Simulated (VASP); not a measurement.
Wanted: the native input for a VASP 6.6.1 run.

```
Task                   : relaxation of cell and atoms
Functional             : RPBE
Dispersion             : D4
Potentials or basis    : VASP PAW PBE potentials, release 64 (Cs_sv, I, Sn_d)
Cutoff                 : 600 eV
k mesh                 : 5 × 5 × 5
Occupations            : fermi-dirac, width 0.05 eV
Spin                   : no spin polarisation
Dipole correction      : no
Further INCAR settings : ALGO = Normal; EDIFF = 1e-06; IBRION = 2; EDIFFG = -0.01; NSW = 60; ISIF = 3
```

The structure of CsSnI3 lies in POSCAR:

```
CsSnI3
1.0
    6.2057000000      0.0000000000      0.0000000000
    0.0000000000      6.2057000000      0.0000000000
    0.0000000000      0.0000000000      6.2057000000
Cs I Sn
1 3 1
Direct
    0.0000000000      0.0000000000      0.0000000000
    0.5000000000      0.5000000000      0.0000000000
    0.5000000000      0.0000000000      0.5000000000
    0.0000000000      0.5000000000      0.5000000000
    0.5000000000      0.5000000000      0.5000000000
```

One way to write it, as run:

INCAR

```
PREC = Accurate
ENCUT = 600
EDIFF = 1E-6
ISMEAR = -1
SIGMA = 0.05
LREAL = F
LASPH = T
NELM = 100
ALGO = Normal
ISIF = 3
LWAVE = F
LCHARG = F
GGA = RP
IVDW = 13
IBRION = 2
NSW = 60
EDIFFG = -0.01
```

KPOINTS

```
Automatic mesh
0
Gamma
  5 5 5
```

Potentials or basis: VASP PAW PBE potentials, release 64 (Cs_sv, I, Sn_d).

Launch:

```console
$ cat potpaw_PBE.64/Cs_sv/POTCAR potpaw_PBE.64/I/POTCAR potpaw_PBE.64/Sn_d/POTCAR > POTCAR
$ mpirun -np 1 vasp_std > vasp.out
```

Results of the run:

- Relaxed volume: 47.65 Å³/atom
- Relaxed cell: a = 6.199 Å, b = 6.199 Å, c = 6.199 Å, α = 90.00°, β = 90.00°, γ = 90.00°
- Space group after relaxing (to 0.1 Å): Pm-3m (No. 221)
- Energy gained by relaxing: 0.0 meV/atom
- Ionic steps: 2
- Pressure after relaxing: 0.0 GPa
- Band gap on the k mesh: 1.75 eV
- Dispersion energy per atom: -0.462 eV

Caveat: the PAW data sets were made with another functional, which shifts forces and pressure a little; spin-orbit coupling is left out, which moves the levels of the heavy elements; an odd mesh through Γ misses points on the zone boundary, where band edges can lie.

Run time: 89 s on 1 thread of Intel(R) Xeon(R) Platinum 8488C (Sapphire Rapids), with other jobs on the host, peak memory 0.41 GiB.
